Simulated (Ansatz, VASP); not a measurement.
# One calculation of As, two programs

INCAR

```
SYSTEM = As
ALGO = Normal ; DIPOL = 0.5 0.5 0.500
EDIFF = 1E-6 ; ENCUT = 520
GGA = PE ; IDIPOL = 3
ISIF = 2 ; ISMEAR = 0
LASPH = .TRUE. ; LCHARG = .TRUE.
LDIPOL = .TRUE. ; LELF = .TRUE.
LREAL = .FALSE. ; LVACPOTAV = .TRUE.
LVHAR = .TRUE. ; LWAVE = .FALSE.
NBANDS = 12 ; NELM = 100
PREC = Accurate ; SIGMA = 0.02
```

File KPOINTS:

```
k-points
0
G
  9 9 1
  0 0 0
```

Contents of POSCAR:

```
As
1.0
    3.6120000000      0.0000000000      0.0000000000
   -1.8060000000      3.1280837585      0.0000000000
    0.0000000000      0.0000000000     28.0000000000
As
2
Direct
    0.3333333333      0.6666666667      0.5319285714
    0.6666666667      0.3333333333      0.4680714286
```

Input for Ansatz:

```yaml
crystal:
  lattice:
    - [3.612, 0.0, 0.0]
    - [-1.806, 3.1280837585, 0.0]
    - [0.0, 0.0, 28.0]
  atoms:
    - { symbol: As, position: [0.3333333333, 0.6666666667, 0.5319285714] }
    - { symbol: As, position: [0.6666666667, 0.3333333333, 0.4680714286] }
  periodic: [true, true, false]
basis:
  ecutwfc: 420
kpoints:
  mp_grid: { grid: [9, 9, 1] }
hamiltonian:
  xc: pbe
scf:
  occupations: { method: gaussian, width: 0.02 }
output:
  forces: true
  stress: true
  eigenvalues: true
```

Alike in both runs: task single point; functional PBE; k mesh 9 × 9 × 1; occupations gaussian, width 0.02 eV; no spin polarisation.

```csv
,VASP,Ansatz
version,VASP 6.6.1,Ansatz 0.2.0
potentials or method,"VASP PAW PBE potentials, release 64 (As), cutoff 520 eV","scalar-relativistic, plane waves, PAW"
valence electrons in the cell,10,30
```

```csv
,VASP,Ansatz,Ansatz less VASP
gap on the k mesh at the Fermi level (eV),none,none,-
rms of the force components (eV/Å),1.958,1.966,+0.0082
"work function, face that differs most (eV)",3.85,3.85,-0.001
```

Atom by atom the forces differ by 0.008 eV/Å (rms over components). A gap of «none» marks a metal or a gap that the smearing closes. VASP's potentials hold 10 valence electrons a cell and Ansatz's 30, so a difference there can come from the potentials and not from the codes.
